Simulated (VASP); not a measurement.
# Cu (P6_3/mmc) in VASP: further runs, part 2 of 2

VASP 6.6.1.

### Step 4. Single point, PBEsol

This run uses another cell than the first one, of 11.33 Å³/atom, 1.047 times its volume.

INCAR

```
PREC = Accurate
ENCUT = 520
EDIFF = 1E-6
ISMEAR = 1
SIGMA = 0.15
LREAL = False
LASPH = True
NELM = 60
ALGO = Normal
ISIF = 2
LWAVE = False
LCHARG = True
GGA = PS
LELF = True
LVHAR = True
NBANDS = 30
```

KPOINTS

```
regular mesh
0
Gamma
  10 10 3
```

POSCAR

```
Cu
1.0
    2.5277730619      0.0000000000      0.0000000000
   -1.2638865309      2.1891156866      0.0000000000
    0.0000000000      0.0000000000      8.1904596092
Cu
4
Direct
    0.0000000000      0.0000000000      0.0000000000
    0.3333333333      0.6666666667      0.2500000000
    0.0000000000      0.0000000000      0.5000000000
    0.6666666667      0.3333333333      0.7500000000
```

Potentials or basis: VASP PAW PBE potentials, release 64 (Cu).

Launch:

```
$ cat potpaw_PBE.64/Cu/POTCAR > POTCAR
$ mpirun -np 1 vasp_std > vasp.out
```

OUTCAR:

```text
PREC = Accurate
   ENCUT = 520
   EDIFF = 1E-6
   ISMEAR = 1
   LREAL = False
   LASPH = True
   NELM = 60
   ISIF = 2
   GGA = PS

 ion  position               nearest neighbor table
   1  0.000  0.000  0.000-   2 2.51   4 2.51   2 2.51   4 2.51   4 2.51   2 2.51
   2  0.333  0.667  0.250-   1 2.51   3 2.51   1 2.51   3 2.51   1 2.51   3 2.51
   3  0.000  0.000  0.500-   2 2.51   4 2.51   2 2.51   4 2.51   4 2.51   2 2.51
   4  0.667  0.333  0.750-   1 2.51   3 2.51   1 2.51   3 2.51   1 2.51   3 2.51

  LATTYP: Found a hexagonal cell.
 ALAT       =     2.5277730619
[... 987 lines left out ...]

 [... further k-points ...]
[... 5 lines left out ...]
  --------------------------------------------------------------------------------------
  -------------------------------------------------------------------------------------
  Total        0.1972540      0.1972540      0.1861928      0.0000000      0.0000000      0.0000000
  in kB        6.9730254      6.9730254      6.5820071      0.0000000      0.0000000      0.0000000
  external PRESSURE =       6.8426860 kB  Pullay stress =       0.0000000 kB

 VOLUME and BASIS-vectors are now :
 -----------------------------------------------------------------------------
  energy-cutoff  :      520.00
  volume of cell :       45.32
      direct lattice vectors                 reciprocal lattice vectors
     2.527773062  0.000000000  0.000000000     0.395605134  0.228402730  0.000000000
    -1.263886531  2.189115687  0.000000000     0.000000000  0.456805461  0.000000000
     0.000000000  0.000000000  8.190459609     0.000000000  0.000000000  0.122093270

 POSITION                                       TOTAL-FORCE (eV/Angst)
 -----------------------------------------------------------------------------------
      0.00000      0.00000      0.00000         0.000000     -0.000000     -0.000000
     -0.00000      1.45941      2.04761        -0.000000      0.000000     -0.000000
      0.00000      0.00000      4.09523         0.000000     -0.000000     -0.000000
      1.26389      0.72971      6.14284         0.000000     -0.000000      0.000000
 -----------------------------------------------------------------------------------
    total drift:                                0.000000     -0.000000      0.000000

  FREE ENERGIE OF THE ION-ELECTRON SYSTEM (eV)
  ---------------------------------------------------
  free  energy   TOTEN  =       -17.1916955587 eV

  energy  without entropy=      -17.1919042760  energy(sigma->0) =      -17.19176513
```

stdout:

```text
POSCAR found type information on POSCAR Cu
 POSCAR found :  1 types and       4 ions
 scaLAPACK will be used
 -----------------------------------------------------------------------------
|                                                                             |
|                                                                             |
|     You enforced a specific xc type in the INCAR file but a different       |
|     I HOPE YOU KNOW WHAT YOU ARE DOING!                                     |
|                                                                             |
 -----------------------------------------------------------------------------

 LDA part: xc-table for (Slater+PW92), standard interpolation
 POSCAR, INCAR and KPOINTS ok, starting setup
 FFT: planning ... GRIDC
 FFT: planning ... GRID_SOFT
 FFT: planning ... GRID
 WAVECAR not read
 entering main loop
```

Wall time 18 s (1 thread of Intel Xeon 6975P-C (Granite Rapids), shared host); peak memory 0.17 GiB.

Results:

| Quantity | Value |
| --- | --- |
| Free energy | -17.1917 eV |
| Pressure | 0.7 GPa |
| Band gap on the k mesh | zero (band 22 reaches 10.98 eV, above the bottom of band 23 at 6.17 eV) |

Levels at points of the mesh, in eV from the Fermi level:
```csv
k point,band 21,band 22,band 23,band 24,band 25,band 26
"(0.00, 0.00, 0.00)",-1.97,-1.66,-1.66,-1.05,4.10,13.01
"(0.50, 0.00, 0.00)",-0.70,0.35,1.00,1.58,4.78,4.81
```

Caveat: the PAW data sets were made with another functional, which shifts forces and pressure a little.

### Step 5. Relaxation of cell and atoms, PBEsol+D3(BJ)

This run uses another cell than the first one, of 11.46 Å³/atom, 1.058 times its volume.

INCAR

```
SYSTEM = Cu
ALGO = Normal
EDIFF = 1E-6
EDIFFG = -0.01
ENCUT = 600
GGA = PS
IBRION = 2
ISIF = 3
ISMEAR = 1
IVDW = 12
LASPH = .True.
LCHARG = .False.
LREAL = .False.
LWAVE = .False.
NELM = 60
NSW = 80
PREC = Accurate
SIGMA = 0.15
```

KPOINTS

```
k-points
0
Gamma
  10 10 3
  0 0 0
```

POSCAR

```
Cu
1.0
    2.5307640000      0.0000000000      0.0000000000
   -1.2653820000      2.1917060000      0.0000000000
    0.0000000000      0.0000000000      8.2618150000
Cu
4
Direct
    0.0000000000      0.0000000000      0.0000000000
    0.3333333333      0.6666666667      0.2500000000
    0.0000000000      0.0000000000      0.5000000000
    0.6666666667      0.3333333333      0.7500000000
```

Launch:

```
$ cat potpaw_PBE.64/Cu/POTCAR > POTCAR
$ mpirun -np 1 vasp_std > vasp.out
```

Run time: 93 s. Hardware: 1 thread of Intel Xeon 6975P-C (Granite Rapids), shared host; peak memory 0.2 GiB.

The run converged. Its results:

```yaml
Free_energy: -19.4202 eV
Relaxed_volume: 10.88 Å³/atom
Relaxed_cell: a = 2.492 Å, b = 2.492 Å, c = 8.087 Å, α = 90.00°, β = 90.00°, γ = 120.00°
Space_group_after_relaxing_to_0.05_Å: P6_3/mmc (No. 194)
Energy_gained_by_relaxing: 16.8 meV/atom
Ionic_steps: 9
Pressure_after_relaxing: 0.1 GPa
Band_gap_on_the_k_mesh: zero (band 22 reaches 11.61 eV, above the bottom of band 23 at 6.66 eV)
Dispersion_energy_per_atom: -0.570 eV
```

The path:
| step | energy change (eV) | largest force (eV/Å) | pressure (GPa) | volume (Å³) |
| --- | --- | --- | --- | --- |
| 1 | 0.0000 | 0.0000 | -8.63 | 45.83 |
| 2 | -0.0290 | 0.0000 | 8.10 | 41.85 |
| 3 | -0.0672 | 0.0000 | 0.17 | 43.47 |
| 4 | -0.0672 | 0.0000 | -0.20 | 43.52 |
| 5 | -0.0673 | 0.0000 | -0.23 | 43.52 |
| 6 | -0.0674 | 0.0000 | -0.16 | 43.52 |
| 7 | -0.0674 | 0.0000 | 0.18 | 43.45 |
| 8 | -0.0674 | 0.0000 | 0.21 | 43.48 |
| 9 | -0.0674 | 0.0000 | 0.08 | 43.50 |

Final structure:
```cif
data_structure
_symmetry_space_group_name_H-M 'P 1'
_symmetry_Int_Tables_number 1
_cell_length_a 2.4923
_cell_length_b 2.4923
_cell_length_c 8.0874
_cell_angle_alpha 90.000
_cell_angle_beta 90.000
_cell_angle_gamma 120.000
_cell_volume 43.50
loop_
_atom_site_label
_atom_site_type_symbol
_atom_site_fract_x
_atom_site_fract_y
_atom_site_fract_z
_atom_site_occupancy
Cu1 Cu 0.00000 0.00000 0.00000 1
Cu2 Cu 0.33333 0.66667 0.25000 1
Cu3 Cu 0.00000 0.00000 0.50000 1
Cu4 Cu 0.66667 0.33333 0.75000 1
```

Levels at points of the mesh, in eV from the Fermi level:
| k point | band 19 | band 20 | band 21 | band 22 | band 23 | band 24 | band 25 | band 26 |
| --- | --- | --- | --- | --- | --- | --- | --- | --- |
| (0.00, 0.00, 0.00) | -2.23 | -2.04 | -2.04 | -1.71 | -1.71 | -1.20 | 4.29 | 13.33 |
| (0.50, 0.00, 0.00) | -1.57 | -1.54 | -0.79 | 0.28 | 1.03 | 1.63 | 5.00 | 5.03 |

Caveat: the PAW data sets were made with another functional, which shifts forces and pressure a little; pairwise dispersion overbinds metals, which lowers pressure and volume.

### Step 6. Summary

```csv
task,level,cell,cutoff (eV),gap on the mesh (eV),pressure (GPa)
single point,PBEsol+D3(BJ),"a = 2.488, b = 2.488, c = 8.078 Å, angles 90.0, 90.0, 120.0°, 4 atoms",520,none,0.7
single point,BLYP+D3(BJ),"a = 2.513, b = 2.513, c = 8.147 Å, angles 90.0, 90.0, 120.0°, 4 atoms",520,none,0.6
single point,PBEsol,"a = 2.528, b = 2.528, c = 8.190 Å, angles 90.0, 90.0, 120.0°, 4 atoms",520,none,0.7
relaxation of cell and atoms,PBEsol+D3(BJ),"relaxed from a = 2.531, b = 2.531, c = 8.262 Å, angles 90.0, 90.0, 120.0°, 4 atoms",600,none,0.1
```

Alike in all rows: potentials or basis VASP PAW PBE potentials, release 64 (Cu); no spin polarisation; k mesh 10 × 10 × 3; smearing methfessel-paxton 0.15 eV.

Caveats: the PAW data sets were made with another functional, which shifts forces and pressure a little; pairwise dispersion overbinds metals, which lowers pressure and volume (some runs).

Absolute energies hang on the potentials; compare differences alone.
